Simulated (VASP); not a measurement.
# Cd (Im-3m) in VASP: a series of runs

Runs on Cd. Level: PBEsol. Tasks: single point.

Everything below comes from runs of VASP 6.6.1. Logs are shortened: lines on timing, memory, paths and dates and some standing lists are left out, and cuts for length are marked.

### 1 The cell of the first run

The structure is cubic, space group Im-3m (No. 229). The conventional cell has a = 3.400 Å, b = 3.400 Å, c = 3.400 Å, α = 90.00°, β = 90.00°, γ = 90.00°. Cd (site symmetry m-3m) has 14 Cd at 2.94 to 3.40 Å within 3.9 Å.

### 2 Single point, PBEsol

Input file INCAR:

```
PREC = Accurate ; ENCUT = 520
EDIFF = 1E-6 ; ISMEAR = -1
SIGMA = 0.1 ; LREAL = F
LASPH = T ; NELM = 100
ALGO = Normal ; ISIF = 2
LWAVE = F ; LCHARG = T
GGA = PS ; LELF = T
LVHAR = T ; NBANDS = 12
```

Input file KPOINTS:

```
Automatic mesh
0
Gamma
  15 15 15
```

Input file POSCAR:

```
Cd
1.0
   -1.7001304326      1.7001304326      1.7001304326
    1.7001304326     -1.7001304326      1.7001304326
    1.7001304326      1.7001304326     -1.7001304326
Cd
1
Direct
    0.0000000000      0.0000000000      0.0000000000
```

Potentials or basis: VASP PAW PBE potentials, release 64 (Cd).

The run is started by

```
> cat potpaw_PBE.64/Cd/POTCAR > POTCAR
> mpirun -np 1 vasp_std > vasp.out
```

OUTCAR:

```text
PREC = Accurate
   ENCUT = 520
   EDIFF = 1E-6
   ISMEAR = -1
   LREAL = F
   LASPH = T
   NELM = 100
   ISIF = 2
   GGA = PS

 ion  position               nearest neighbor table
   1  0.000  0.000  0.000-

  LATTYP: Found a body centered cubic cell.
 ALAT       =     3.4002608652

  Lattice vectors:

 A1 = (  -1.7001304326,   1.7001304326,   1.7001304326)
 A2 = (   1.7001304326,  -1.7001304326,   1.7001304326)
 A3 = (   1.7001304326,   1.7001304326,  -1.7001304326)

Analysis of symmetry for initial positions (statically):
=====================================================================
 Subroutine PRICEL returns:
 Original cell was already a primitive cell.

 Routine SETGRP: Setting up the symmetry group for a
 body centered cubic supercell.

 Subroutine GETGRP returns: Found 48 space group operations
 (whereof 48 operations were pure point group operations)
 out of a pool of 48 trial point group operations.

The static configuration has the point symmetry O_h .

Analysis of symmetry for dynamics (positions and initial velocities):
=====================================================================
 Subroutine PRICEL returns:
 Original cell was already a primitive cell.

 Routine SETGRP: Setting up the symmetry group for a
 body centered cubic supercell.

 Subroutine GETGRP returns: Found 48 space group operations
 (whereof 48 operations were pure point group operations)
 out of a pool of 48 trial point group operations.

The dynamic configuration has the point symmetry O_h .

 Subroutine INISYM returns: Found 48 space group operations
 (whereof 48 operations are pure point group operations),
 and found     1 'primitive' translations

----------------------------------------------------------------------------------------

                                     Primitive cell

  volume of cell :      19.6565

  direct lattice vectors                    reciprocal lattice vectors
    -1.700130433  1.700130433  1.700130433     0.000000000  0.294095083  0.294095083
     1.700130433 -1.700130433  1.700130433     0.294095083  0.000000000  0.294095083
     1.700130433  1.700130433 -1.700130433     0.294095083  0.294095083  0.000000000

  length of vectors
     2.944712289  2.944712289  2.944712289     0.415913254  0.415913254  0.415913254

  position of ions in fractional coordinates (direct lattice)
     0.000000000  0.000000000  0.000000000

  ion indices of the primitive-cell ions
   primitive index   ion index
                 1           1

[... 72 lines left out ...]
   LREAL  =      F    real-space projection
   EDIFFG = 0.1E-04   stopping-criterion for IOM
   NSW    =      0    number of steps for IOM
   IBRION =     -1    ionic relax: 0-MD 1-quasi-New 2-CG
   NFREE  =      0    steps in history (QN), initial steepest desc. (CG)
   ISIF   =      2    stress and relaxation
   ISYM   =      2    0-nonsym 1-usesym 2-fastsym
   POTIM  = 0.5000    time-step for ionic-motion
   TEBEG  =    0.0;   TEEND  =   0.0 temperature during run
   PSTRESS=    0.0 pullay stress
   NELECT =      12.0000    total number of electrons
   NUPDOWN=      -1.0000    fix difference up-down
   EMIN   =  10.00;   EMAX   =-10.00  energy-range for DOS
   EFERMI =   0.00;   METHOD = LEGACY
   ISMEAR =    -1;   SIGMA  =   0.10  broadening in eV -4-tet -1-fermi 0-gaus
   EFERMI_NEDOS =   21; number of points for ismear=-14 and -15
   IALGO  =     38    algorithm
   IMIX   =      4    mixing-type and parameters
     AMIX     =   0.40;   BMIX     =  1.00
     AMIX_MAG =   1.60;   BMIX_MAG =  1.00
  volume/ion in A,a.u.               =      19.66       132.65
  Fermi-wavevector in a.u.,A,eV,Ry     =   1.388779  2.624411 26.241637  1.928706
  Thomas-Fermi vector in A             =   2.512872
   LORBIT       =      0    0 simple, 1 ext, 2 COOP (PROOUT), +10 PAW based schemes
   GGA     = PS    functional components
   LHFCALC =     F    Hartree Fock is set to
   AEXX    =    0.0000 exact exchange contribution
   IVDW    =     0    specifies the selected vdW correction
   LEPSILON=     F    determine dielectric tensor
   LRPA    =     F    only Hartree local field effects (RPA)
 non-spin polarized calculation
  energy-cutoff  :      520.00
  volume of cell :       19.66
 maximum number of plane-waves:       546
 NGX is ok and might be reduce to    24

 number of electron      12.0000005 magnetization

 Free energy of the ion-electron system (eV)
  ---------------------------------------------------
  ext. energy  EPLUGINS =         0.00000000
  ---------------------------------------------------
  free energy    TOTEN  =        -1.09911267 eV

  energy without entropy =       -1.08669690  energy(sigma->0) =       -1.09290479

 E-fermi :   3.6424     XC(G=0): -11.7335

 val. band max:        3.6408293293   @ k =  -0.4000   0.4000   0.4000
 cond. band min:       3.6520520745   @ k =  -0.4000  -0.4000   0.0667
 fundamental gap:      0.0112227452
 Fermi energy:         3.6424346634

 k-point     1 :       0.0000    0.0000    0.0000
  band No.  band energies     occupation
      1      -6.1803      2.00000
      2      -6.0231      2.00000
      3      -6.0231      2.00000
      4      -6.0231      2.00000
      5      -5.2116      2.00000
      6      -5.2116      2.00000
      7      19.5336      0.00000
      8      19.5336      0.00000
      9      19.5336      0.00000
     10      21.5017      0.00000
     11      21.5017      0.00000
     12      21.5017      0.00000
[... 331 lines left out ...]
 k-point    24 :       0.4000    0.2000   -0.0000
  band No.  band energies     occupation
      1      -6.4544      2.00000
      2      -6.1961      2.00000
      3      -5.4354      2.00000
      4      -5.2516      2.00000
      5      -4.9586      2.00000
      6       2.3557      1.99999
      7       3.3194      1.92392
      8       8.5143      0.00000
      9      13.6186      0.00000
     10      19.8883      0.00000
     11      23.3462      0.00000
     12      24.9359      0.00000

 [... further k-points ...]
[... 5 lines left out ...]
  --------------------------------------------------------------------------------------
  -------------------------------------------------------------------------------------
  Total        0.7453710      0.7453710      0.7453710      0.0000000      0.0000000     -0.0000000
  in kB       60.7542085     60.7542085     60.7542085      0.0000000      0.0000000     -0.0000000
  external PRESSURE =      60.7542085 kB  Pullay stress =       0.0000000 kB

 VOLUME and BASIS-vectors are now :
 -----------------------------------------------------------------------------
  energy-cutoff  :      520.00
  volume of cell :       19.66
      direct lattice vectors                 reciprocal lattice vectors
    -1.700130433  1.700130433  1.700130433     0.000000000  0.294095083  0.294095083
     1.700130433 -1.700130433  1.700130433     0.294095083  0.000000000  0.294095083
     1.700130433  1.700130433 -1.700130433     0.294095083  0.294095083  0.000000000

 POSITION                                       TOTAL-FORCE (eV/Angst)
 -----------------------------------------------------------------------------------
      0.00000      0.00000      0.00000         0.000000     -0.000000      0.000000
 -----------------------------------------------------------------------------------
    total drift:                                0.000000      0.000000      0.000000

  FREE ENERGIE OF THE ION-ELECTRON SYSTEM (eV)
  ---------------------------------------------------
  free  energy   TOTEN  =        -1.0991126702 eV

  energy  without entropy=       -1.0866969003  energy(sigma->0) =       -1.09290479
```

OSZICAR:

```text
N       E                     dE             d eps       ncg     rms          rms(c)
DAV:   1     0.695482366159E+02    0.69548E+02   -0.71125E+03  3152   0.102E+03
DAV:   2     0.234577143212E-01   -0.69525E+02   -0.66026E+02  3128   0.239E+02
DAV:   3    -0.119538567448E+01   -0.12188E+01   -0.12181E+01  3356   0.355E+01
DAV:   4    -0.119681721873E+01   -0.14315E-02   -0.14315E-02  3180   0.121E+00
DAV:   5    -0.119682031993E+01   -0.31012E-05   -0.31011E-05  3272   0.560E-02    0.417E+00
DAV:   6    -0.110762484888E+01    0.89195E-01   -0.22648E-01  3252   0.631E+00    0.316E+00
DAV:   7    -0.110023303757E+01    0.73918E-02   -0.16331E-02  3288   0.140E+00    0.159E+00
DAV:   8    -0.109909833059E+01    0.11347E-02   -0.16550E-03  3004   0.577E-01    0.688E-02
DAV:   9    -0.109910712389E+01   -0.87933E-05   -0.44366E-06  3324   0.174E-02    0.177E-02
DAV:  10    -0.109911270285E+01   -0.55790E-05   -0.36094E-06  3064   0.229E-02    0.202E-03
DAV:  11    -0.109911267025E+01    0.32607E-07   -0.57548E-08  1516   0.287E-03
   1 F= -.10991127E+01 E0= -.10929048E+01  d E =-.124158E-01
```

Run time: 13 s. Hardware: 1 thread of Intel Xeon 6975P-C, shared host; peak memory 0.16 GiB.

What came out:

- Free energy: -1.0991 eV
- Pressure: 6.1 GPa
- Band gap on the k mesh: zero (band 6 reaches 6.45 eV, above the bottom of band 7 at 2.89 eV)

Caveat: the PAW data sets were made with another functional, which shifts forces and pressure a little.

### 3 Single point, PBEsol

Input file INCAR:

```
SYSTEM = Cd
ALGO = Normal ; EDIFF = 1E-6
ENCUT = 520 ; GGA = PS
ISIF = 2 ; ISMEAR = -1
LASPH = .TRUE. ; LCHARG = .FALSE.
LREAL = .FALSE. ; LWAVE = .FALSE.
NBANDS = 12 ; NELM = 80
PREC = Accurate ; SIGMA = 0.1
```

Input file KPOINTS:

```
k-points
0
G
  15 15 15
  0 0 0
```

POSCAR is that of step 2.

Potentials or basis: VASP PAW PBE potentials, release 64 (Cd).

The run is started by

```
> cat potpaw_PBE.64/Cd/POTCAR > POTCAR
> mpirun -np 1 vasp_std > vasp.out
```

It took 13 s on 1 thread of Intel Xeon 6975P-C, shared host; peak memory 0.16 GiB.

Results (log left out):

```
Free energy            : -1.0991 eV
Pressure               : 6.1 GPa
Band gap on the k mesh : zero (band 6 reaches 6.45 eV, above the bottom of band 7 at 2.89 eV)
```

Levels at points of the mesh, in eV from the Fermi level:
```tsv
k point	band 3	band 4	band 5	band 6	band 7	band 8	band 9	band 10
(0.00, 0.00, 0.00)	-9.67	-9.67	-8.85	-8.85	15.89	15.89	15.89	17.86
```

Caveat: the PAW data sets were made with another functional, which shifts forces and pressure a little.
